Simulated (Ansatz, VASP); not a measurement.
# Ta in VASP and in Ansatz

```xyz
2
Lattice="2.9004 0.0000 0.0000 -1.4502 2.5118 0.0000 0.0000 0.0000 5.1663" Properties=species:S:1:pos:R:3 pbc="T T T"
Ta    1.4502    1.0623    3.4247
Ta    0.0000    1.6745    1.2916
```

Alike in both runs: task single point; functional PBEsol; k mesh 18 × 18 × 10; occupations gaussian, width 0.15 eV; no spin polarisation.

|  | VASP | Ansatz |
| --- | --- | --- |
| version | VASP 6.6.1 | Ansatz 0.2.0 |
| potentials or method | VASP PAW PBE potentials, release 64 (Ta_pv), cutoff 520 eV | scalar-relativistic, plane waves, PAW |
| valence electrons in the cell | 22 | 26 |

Ansatz gave:

```
gap on the k mesh at the Fermi level (eV)                     : none
pressure (GPa)                                                : 7.7
traceless stress, the component that is largest in VASP (GPa) : 5.38
rms of the force components (eV/Å)                            : 2.255
```

Task: Estimate VASP's values.

Result: gap on the k mesh at the Fermi level (eV): none; pressure (GPa): 8.0; traceless stress, the component that is largest in VASP (GPa): 5.35; rms of the force components (eV/Å): 2.264.

VASP's potentials were made for PBE, not for PBEsol. Atom by atom the forces differ by 0.009 eV/Å (rms over components). A gap of «none» marks a metal or a gap that the smearing closes. VASP's potentials hold 22 valence electrons a cell and Ansatz's 26, so a difference there can come from the potentials and not from the codes.

Spin-orbit coupling is off throughout.
